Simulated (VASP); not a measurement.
# ZnSe (F-43m) in VASP: a series of runs

The runs below take ZnSe through electric field gradients, with PBEsol, LDA.

Everything below comes from runs of VASP 6.6.1. Logs are shortened: lines on timing, memory, paths and dates and some standing lists are left out, and cuts for length are marked.

## Step 1: The cell of the first run

The structure is cubic, space group F-43m (No. 216). Conventional cell: a = 5.668 Å, b = 5.668 Å, c = 5.668 Å, α = 90.00°, β = 90.00°, γ = 90.00°. Zn (site symmetry -43m) has 4 Se at 2.45 Å within 3.2 Å. Se (site symmetry -43m) has 4 Zn at 2.45 Å within 3.2 Å.

## Step 2: Electric field gradients, PBEsol

INCAR

```
SYSTEM = ZnSe
ALGO = Normal
EDIFF = 1E-8
ENCUT = 400
GGA = PS
GGA_COMPAT = .False.
ISIF = 2
ISMEAR = 0
LASPH = .True.
LCHARG = .False.
LEFG = .True.
LREAL = .False.
LWAVE = .False.
NBANDS = 86
NELM = 120
PREC = Accurate
SIGMA = 0.01
```

KPOINTS

```
k-points
0
Gamma
  4 4 4
  0 0 0
```

POSCAR

```
ZnSe
1.0
    0.0000000000      5.6676000000      5.6676000000
    5.6676000000      0.0000000000      5.6676000000
    5.6676000000      5.6676000000      0.0000000000
Zn Se
8 8
Direct
    0.0000000000      0.0000000000      0.0000000000
    0.0000000000      0.0000000000      0.5000000000
    0.0000000000      0.5000000000      0.0000000000
    0.0000000000      0.5000000000      0.5000000000
    0.5000000000      0.0000000000      0.0000000000
    0.5000000000      0.0000000000      0.5000000000
    0.5000000000      0.5000000000      0.0000000000
    0.5000000000      0.5000000000      0.5000000000
    0.1250000000      0.1250000000      0.1250000000
    0.1250000000      0.1250000000      0.6250000000
    0.1250000000      0.6250000000      0.1250000000
    0.1250000000      0.6250000000      0.6250000000
    0.6250000000      0.1250000000      0.1250000000
    0.6250000000      0.1250000000      0.6250000000
    0.6250000000      0.6250000000      0.1250000000
    0.6250000000      0.6250000000      0.6250000000
```

Potentials or basis: VASP PAW PBE potentials, release 64 (Zn, Se).

Run with:

```bash
> cat potpaw_PBE.64/Zn/POTCAR potpaw_PBE.64/Se/POTCAR > POTCAR
> mpirun -np 1 vasp_std > vasp.out
```

OUTCAR:

```text
SYSTEM = ZnSe
   EDIFF = 1E-8
   ENCUT = 400
   GGA = PS
   ISIF = 2
   ISMEAR = 0
   LASPH = .True.
   LREAL = .False.
   NELM = 120
   PREC = Accurate

 ion  position               nearest neighbor table
   1  0.000  0.000  0.000-   9 2.45  10 2.45  11 2.45  13 2.45
   2  0.000  0.000  0.500-   9 2.45  10 2.45  12 2.45  14 2.45
   3  0.000  0.500  0.000-   9 2.45  11 2.45  12 2.45  15 2.45
   4  0.000  0.500  0.500-  10 2.45  11 2.45  12 2.45  16 2.45
   5  0.500  0.000  0.000-   9 2.45  13 2.45  14 2.45  15 2.45
   6  0.500  0.000  0.500-  10 2.45  13 2.45  14 2.45  16 2.45
[... 8 lines left out ...]
  15  0.625  0.625  0.125-   3 2.45   5 2.45   7 2.45   8 2.45
  16  0.625  0.625  0.625-   4 2.45   6 2.45   7 2.45   8 2.45
[... 6 lines left out ...]
 A1 = (   0.0000000000,   5.6676000000,   5.6676000000)
 A2 = (   5.6676000000,   0.0000000000,   5.6676000000)
 A3 = (   5.6676000000,   5.6676000000,   0.0000000000)

Analysis of symmetry for initial positions (statically):
=====================================================================
 Subroutine PRICEL returns following result:

  LATTYP: Found a face centered cubic cell.
 ALAT       =     5.6676000000

  Lattice vectors:

 A1 = (   0.0000000000,   2.8338000000,   2.8338000000)
 A2 = (   2.8338000000,   0.0000000000,   2.8338000000)
 A3 = (   2.8338000000,   2.8338000000,   0.0000000000)

   8 primitive cells build up your supercell.

 Routine SETGRP: Setting up the symmetry group for a
 face centered cubic supercell.

 Subroutine GETGRP returns: Found 24 space group operations
 (whereof 24 operations were pure point group operations)
 out of a pool of 48 trial point group operations.

The static configuration has the point symmetry T_d .

Analysis of symmetry for dynamics (positions and initial velocities):
=====================================================================
 Subroutine PRICEL returns following result:

  LATTYP: Found a face centered cubic cell.
 ALAT       =     5.6676000000

  Lattice vectors:

 A1 = (   0.0000000000,   2.8338000000,   2.8338000000)
 A2 = (   2.8338000000,   0.0000000000,   2.8338000000)
[... 845 lines left out ...]
 [bands above 84 left out]

------------------------ aborting loop because EDIFF is reached ----------------------------------------

  FORCE on cell =-STRESS in cart. coord.  units (eV):
  Direction    XX          YY          ZZ          XY          YZ          ZX
  --------------------------------------------------------------------------------------
  -------------------------------------------------------------------------------------
  Total       -2.5824809     -2.5824809     -2.5824809     -0.0000000     -0.0000000      0.0000000
  in kB      -11.3637095    -11.3637095    -11.3637095     -0.0000000     -0.0000000      0.0000000
  external PRESSURE =     -11.3637095 kB  Pullay stress =       0.0000000 kB

 VOLUME and BASIS-vectors are now :
 -----------------------------------------------------------------------------
  energy-cutoff  :      400.00
  volume of cell :      364.11
      direct lattice vectors                 reciprocal lattice vectors
     0.000000000  5.667600000  5.667600000    -0.088220764  0.088220764  0.088220764
     5.667600000  0.000000000  5.667600000     0.088220764 -0.088220764  0.088220764
     5.667600000  5.667600000  0.000000000     0.088220764  0.088220764 -0.088220764

 POSITION                                       TOTAL-FORCE (eV/Angst)
 -----------------------------------------------------------------------------------
      0.00000      0.00000      0.00000        -0.000000     -0.000000      0.000000
      2.83380      2.83380      0.00000        -0.000000     -0.000000     -0.000000
      2.83380      0.00000      2.83380        -0.000000     -0.000000      0.000000
      5.66760      2.83380      2.83380        -0.000000     -0.000000      0.000000
      0.00000      2.83380      2.83380        -0.000000     -0.000000     -0.000000
      2.83380      5.66760      2.83380        -0.000000     -0.000000      0.000000
[... 8 lines left out ...]
      4.25070      4.25070      7.08450         0.000000      0.000000     -0.000000
      7.08450      7.08450      7.08450         0.000000      0.000000     -0.000000
 -----------------------------------------------------------------------------------
    total drift:                                0.000002      0.000002      0.000001

  FREE ENERGIE OF THE ION-ELECTRON SYSTEM (eV)
  ---------------------------------------------------
  free  energy   TOTEN  =       -54.1570603326 eV

  energy  without entropy=      -54.1570603326  energy(sigma->0) =      -54.15706033

 Electric field gradients (V/A^2)
---------------------------------------------------------------------
 ion       V_xx      V_yy      V_zz      V_xy      V_xz      V_yz
---------------------------------------------------------------------
   1      -0.000     0.000     0.000     0.005     0.005     0.005
   2      -0.000     0.000     0.000     0.005     0.005     0.005
   3      -0.000     0.000     0.000     0.005     0.005     0.005
   4      -0.000     0.000     0.000     0.005     0.005     0.005
   5      -0.000     0.000     0.000     0.005     0.005     0.005
   6      -0.000     0.000     0.000     0.005     0.005     0.005
[... 8 lines left out ...]
  15      -0.000    -0.000     0.000     0.000     0.000     0.000
  16      -0.000     0.000     0.000     0.000     0.000     0.000
---------------------------------------------------------------------

 Electric field gradients after diagonalization (V/A^2)
 (convention: |V_zz| > |V_xx| > |V_yy|)
----------------------------------------------------------------------
 ion       V_xx      V_yy      V_zz     asymmetry (V_yy - V_xx)/ V_zz
----------------------------------------------------------------------
   1      -0.005    -0.005     0.010       0.000
   2      -0.005    -0.005     0.010       0.000
   3      -0.005    -0.005     0.010       0.000
   4      -0.005    -0.005     0.010       0.000
   5      -0.005    -0.005     0.010       0.000
   6      -0.005    -0.005     0.010       0.000
[... 8 lines left out ...]
  15      -0.000    -0.000     0.000       0.000
  16      -0.000    -0.000     0.000       0.000
----------------------------------------------------------------------

           NMR quadrupolar parameters

 Cq : quadrupolar parameter    Cq=e*Q*V_zz/h
 eta: asymmetry parameters     (V_yy - V_xx)/ V_zz
 Q  : nuclear electric quadrupole moment in mb (millibarn)
----------------------------------------------------------------------
 ion       Cq(MHz)       eta       Q (mb)
----------------------------------------------------------------------
   1       0.000       0.000       1.000
   2       0.000       0.000       1.000
   3       0.000       0.000       1.000
   4       0.000       0.000       1.000
   5       0.000       0.000       1.000
   6       0.000       0.000       1.000
[... 8 lines left out ...]
  15       0.000       0.000       1.000
  16       0.000       0.000       1.000
----------------------------------------------------------------------
```

OSZICAR:

```text
N       E                     dE             d eps       ncg     rms          rms(c)
DAV:   1     0.110645614279E+04    0.11065E+04   -0.54931E+04  1376   0.162E+03
DAV:   2     0.118271389071E+03   -0.98818E+03   -0.94730E+03  1376   0.404E+02
DAV:   3    -0.473879837218E+02   -0.16566E+03   -0.16138E+03  1566   0.153E+02
DAV:   4    -0.564502615444E+02   -0.90623E+01   -0.90096E+01  1570   0.353E+01
DAV:   5    -0.565860802781E+02   -0.13582E+00   -0.13552E+00  1536   0.425E+00    0.133E+01
DAV:   6    -0.541743382188E+02    0.24117E+01   -0.67056E+00  1884   0.396E+01    0.103E+01
DAV:   7    -0.541852489525E+02   -0.10911E-01   -0.47297E+00  1520   0.651E+00    0.418E+00
DAV:   8    -0.541602747639E+02    0.24974E-01   -0.20574E-01  1704   0.395E+00    0.136E+00
DAV:   9    -0.541567150256E+02    0.35597E-02   -0.45547E-02  1712   0.234E+00    0.214E-01
DAV:  10    -0.541567362690E+02   -0.21243E-04   -0.37457E-03  1520   0.481E-01    0.128E-01
DAV:  11    -0.541571036148E+02   -0.36735E-03   -0.15306E-03  1858   0.190E-01    0.445E-02
DAV:  12    -0.541570535704E+02    0.50044E-04   -0.63515E-04  1724   0.228E-01    0.151E-02
DAV:  13    -0.541570636445E+02   -0.10074E-04   -0.72832E-05  1460   0.336E-02    0.895E-03
DAV:  14    -0.541570598001E+02    0.38443E-05   -0.18075E-05  1840   0.383E-02    0.293E-03
DAV:  15    -0.541570602368E+02   -0.43668E-06   -0.41729E-06  1536   0.133E-02    0.102E-03
DAV:  16    -0.541570603361E+02   -0.99317E-07   -0.20378E-07  1434   0.156E-03    0.461E-04
DAV:  17    -0.541570603326E+02    0.35361E-08   -0.10101E-08   832   0.473E-04
   1 F= -.54157060E+02 E0= -.54157060E+02  d E =-.779447E-42
```

Run time: 9.9 min. Hardware: 1 thread of Oxide Virtual Turin-like, shared host; peak memory 0.39 GiB.

Results:

```
Free energy                             : -54.1571 eV
Pressure                                : -1.1 GPa
Band gap on the k mesh                  : 1.17 eV
Largest electric field gradient by atom : under 0.05 V/Å² on every atom
```

Caveat: the PAW data sets were made with another functional, which shifts forces and pressure a little. As with any semilocal functional, this PBEsol gap is likely too small.

## Step 3: Electric field gradients, LDA

INCAR

```
PREC = Accurate ; ENCUT = 400
EDIFF = 1E-8 ; ISMEAR = 0
SIGMA = 0.01 ; LREAL = F
LASPH = T ; NELM = 120
ALGO = Normal ; ISIF = 2
LWAVE = F ; LCHARG = F
LEFG = T ; NBANDS = 86
GGA_COMPAT = F
```

KPOINTS

```
Automatic mesh
0
Gamma
  4 4 4
```

POSCAR is that of step 2.

Potentials or basis: VASP PAW LDA potentials, release 64 (Zn, Se).

Run with:

```bash
> cat potpaw_LDA.64/Zn/POTCAR potpaw_LDA.64/Se/POTCAR > POTCAR
> mpirun -np 1 vasp_std > vasp.out
```

OUTCAR:

```text
PREC = Accurate
   ENCUT = 400
   EDIFF = 1E-8
   ISMEAR = 0
   LREAL = F
   LASPH = T
   NELM = 120
   ISIF = 2

 ion  position               nearest neighbor table
   1  0.000  0.000  0.000-   9 2.45  10 2.45  11 2.45  13 2.45
   2  0.000  0.000  0.500-   9 2.45  10 2.45  12 2.45  14 2.45
   3  0.000  0.500  0.000-   9 2.45  11 2.45  12 2.45  15 2.45
   4  0.000  0.500  0.500-  10 2.45  11 2.45  12 2.45  16 2.45
   5  0.500  0.000  0.000-   9 2.45  13 2.45  14 2.45  15 2.45
   6  0.500  0.000  0.500-  10 2.45  13 2.45  14 2.45  16 2.45
[... 8 lines left out ...]
  15  0.625  0.625  0.125-   3 2.45   5 2.45   7 2.45   8 2.45
  16  0.625  0.625  0.625-   4 2.45   6 2.45   7 2.45   8 2.45
[... 6 lines left out ...]
 A1 = (   0.0000000000,   5.6676000000,   5.6676000000)
 A2 = (   5.6676000000,   0.0000000000,   5.6676000000)
 A3 = (   5.6676000000,   5.6676000000,   0.0000000000)

Analysis of symmetry for initial positions (statically):
=====================================================================
[... 951 lines left out ...]
 ion       V_xx      V_yy      V_zz     asymmetry (V_yy - V_xx)/ V_zz
----------------------------------------------------------------------
   1      -0.005    -0.005     0.010       0.000
   2      -0.005    -0.005     0.010       0.000
   3      -0.005    -0.005     0.010       0.000
   4      -0.005    -0.005     0.010       0.000
   5      -0.005    -0.005     0.010       0.000
   6      -0.005    -0.005     0.010       0.000
[... 8 lines left out ...]
  15      -0.000    -0.000     0.000       0.000
  16      -0.000    -0.000     0.000       0.000
----------------------------------------------------------------------

           NMR quadrupolar parameters

 Cq : quadrupolar parameter    Cq=e*Q*V_zz/h
 eta: asymmetry parameters     (V_yy - V_xx)/ V_zz
 Q  : nuclear electric quadrupole moment in mb (millibarn)
----------------------------------------------------------------------
 ion       Cq(MHz)       eta       Q (mb)
----------------------------------------------------------------------
   1       0.000       0.000       1.000
   2       0.000       0.000       1.000
   3       0.000       0.000       1.000
   4       0.000       0.000       1.000
   5       0.000       0.000       1.000
   6       0.000       0.000       1.000
[... 8 lines left out ...]
  15       0.000       0.000       1.000
  16       0.000       0.000       1.000
----------------------------------------------------------------------
```

Wall time 9.2 min (1 thread of Oxide Virtual Turin-like, shared host); peak memory 0.33 GiB.

Results:

```yaml
Free_energy: -58.7967 eV
Pressure: -3.3 GPa
Band_gap_on_the_k_mesh: 1.07 eV
Largest_electric_field_gradient_by_atom: under 0.05 V/Å² on every atom
```

Caveat: the cell stands under tension. A hybrid or GW would open this gap; LDA tends to underestimate it.
